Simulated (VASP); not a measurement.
Ag, 4 atoms in the cell. Symmetry: P6_3/mmc, No. 194, hexagonal system. Conventional cell: a = 2.896 Å, b = 2.896 Å, c = 9.301 Å, α = 90.00°, β = 90.00°, γ = 120.00°. Ag (site symmetry -3m) has 12 Ag at 2.86 to 2.90 Å within 3.8 Å. Within 3.8 Å of Ag (site symmetry -6m2) lie 12 Ag at 2.86 to 2.90 Å.  This cell differs from its parent crystal: biaxial strain in the a-b plane: +1.0 %, then relaxed in part.

```yaml
Program: VASP 6.6.1
Task: single point
Functional: PBEsol
Potentials_or_basis: VASP PAW PBE potentials, release 64 (Ag)
Cutoff: 520 eV
k_mesh: 24 × 24 × 6
Occupations: gaussian, width 0.1 eV
Spin: no spin polarisation
Dipole_correction: no
Further_INCAR_settings: ALGO = Fast; EDIFF = 1e-07; NBANDS = 30
```

Potentials or basis: VASP PAW PBE potentials, release 64 (Ag).

Launch:

```sh
$ cat potpaw_PBE.64/Ag/POTCAR > POTCAR
$ mpirun -np 1 vasp_std > vasp.out
```

Hardware: 1 thread of Intel(R) Xeon(R) Platinum 8488C (Sapphire Rapids) (shared host).

**Question.** Estimate the wall time of this run.

**Answer.** It took 5.5 min on 1 thread of Intel(R) Xeon(R) Platinum 8488C (Sapphire Rapids), on a shared host, peak memory 0.46 GiB. Counts: scf iterations 15, k points 244.
